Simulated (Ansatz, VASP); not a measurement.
## InSe: VASP beside Ansatz

POSCAR

```
InSe
1.0
    4.0473293151      0.0000000000      0.0000000000
   -2.0236646576      3.5050900044      0.0000000000
    0.0000000000      0.0000000000     18.0520649100
In Se
4 4
Direct
    0.3333333333      0.6666666667      0.0773904900
    0.3333333333      0.6666666667      0.9226095100
    0.0000000000      0.0000000000      0.4226063200
    0.0000000000      0.0000000000      0.5773936800
    0.3333333333      0.6666666667      0.3529842800
    0.3333333333      0.6666666667      0.6470157200
    0.6666666667      0.3333333333      0.1469999300
    0.6666666667      0.3333333333      0.8530000700
```

The input INCAR.step1:

```
  PREC = Accurate
  ENCUT = 520
  ISMEAR = -1
  SIGMA = 0.05
  LREAL = F
  LASPH = T
  NELM = 100
  NBANDS = 48
  GGA = PE
  ALGO = Normal
  EDIFF = 1E-4
  LWAVE = T
  LCHARG = F
```

INCAR.step2

```
  PREC = Accurate
  ENCUT = 520
  EDIFF = 1E-6
  ISMEAR = -1
  SIGMA = 0.05
  LREAL = F
  LASPH = T
  NELM = 100
  ALGO = Normal
  ISIF = 2
  LWAVE = F
  LCHARG = F
  METAGGA = R2SCAN
  LMIXTAU = T
  NBANDS = 48
  ISTART = 1
```

Contents of KPOINTS:

```
regular mesh
0
Gamma
  6 6 2
```

File input.yaml:

```yaml
crystal:
  lattice:
    - [4.0473293151, 0.0, 0.0]
    - [-2.0236646576, 3.5050900044, 0.0]
    - [0.0, 0.0, 18.05206491]
  atoms:
    - { symbol: In, position: [0.3333333333, 0.6666666667, 0.07739049] }
    - { symbol: In, position: [0.3333333333, 0.6666666667, 0.92260951] }
    - { symbol: In, position: [0.0, 0.0, 0.42260632] }
    - { symbol: In, position: [0.0, 0.0, 0.57739368] }
    - { symbol: Se, position: [0.3333333333, 0.6666666667, 0.35298428] }
    - { symbol: Se, position: [0.3333333333, 0.6666666667, 0.64701572] }
    - { symbol: Se, position: [0.6666666667, 0.3333333333, 0.14699993] }
    - { symbol: Se, position: [0.6666666667, 0.3333333333, 0.85300007] }
hamiltonian:
  xc: r2scan
  pseudopotentials: { kind: paw }
kpoints:
  mp_grid: { grid: [6, 6, 2] }
  band_path:
    path:
      - [[0.0, 0.0, 0.0], [0.5, 0.0, 0.0], [0.3333333333, 0.3333333333, 0.0], [0.0, 0.0, 0.0], [0.0, 0.0, 0.5], [0.5, 0.0, 0.5], [0.3333333333, 0.3333333333, 0.5], [0.0, 0.0, 0.5]]
      - [[0.5, 0.0, 0.5], [0.5, 0.0, 0.0]]
      - [[0.3333333333, 0.3333333333, 0.0], [0.3333333333, 0.3333333333, 0.5]]
    npoints: 10
scf:
  occupations: { method: fermi_dirac, width: 0.05 }
  n_extra_bands: 20
output:
  forces: true
  stress: true
  eigenvalues: true
  fatbands: true
```

Alike in both runs: functional r2SCAN; k mesh 6 × 6 × 2; occupations fermi-dirac, width 0.05 eV; no spin polarisation.

|  | VASP | Ansatz |
| --- | --- | --- |
| version | VASP 6.6.1 | Ansatz 0.2.0 |
| potentials or method | VASP PAW PBE potentials, release 64 (In_d, Se) | Ansatz PAW |
| plane-wave cutoff (eV) | 520 | 500 |
| valence electrons in the cell | 76 | 116 |
| task | single point | band structure |

VASP gave:

| Property | Result |
| --- | --- |
| gap on the k mesh at the Fermi level (eV) | 1.13 |
| least direct gap on the mesh (eV) | 1.13 |
| pressure (GPa) | -0.1 |
| rms of the force components (eV/Å) | 0.019 |

Problem. Which values does Ansatz return?

Solution. gap on the k mesh at the Fermi level (eV): 1.14; least direct gap on the mesh (eV): 1.14; pressure (GPa): -0.1; rms of the force components (eV/Å): 0.015.

VASP's potentials were made for PBE, not for r2SCAN. Atom by atom the forces differ by 0.007 eV/Å (rms over components). With one functional, cell and mesh, what is left measures potentials, basis and numerics. VASP's potentials hold 76 valence electrons a cell and Ansatz's 116, so a difference there can come from the potentials and not from the codes.
